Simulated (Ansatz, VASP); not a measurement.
I in VASP and in Ansatz

```
I
1.0
    -1.92671    1.92671    1.92671
     1.92671   -1.92671    1.92671
     1.92671    1.92671   -1.92671
I
1
Direct
  0.00000 0.00000 0.00000
```

Change from the starting cell: volume scaled by 0.9, LAPW.

Alike in both runs: task single point; functional LDA; k mesh 13 × 13 × 13; occupations fermi-dirac, width 0.08 eV; no spin polarisation.

|  | VASP | Ansatz |
| --- | --- | --- |
| version | VASP 6.6.1 | Ansatz 0.2.0 |
| potentials or method | VASP PAW LDA potentials, release 64 (I), cutoff 520 eV | all-electron LAPW, scalar-relativistic |

|  | VASP | Ansatz | Ansatz less VASP |
| --- | --- | --- | --- |
| pressure (GPa) | 5.1 | 5.1 | +0.02 |

LDA's correlation is that of Perdew and Zunger in VASP and of Perdew and Wang (1992) in Ansatz. Ansatz ran all-electron here, and VASP with PAW potentials.

Spin-orbit coupling is off throughout.
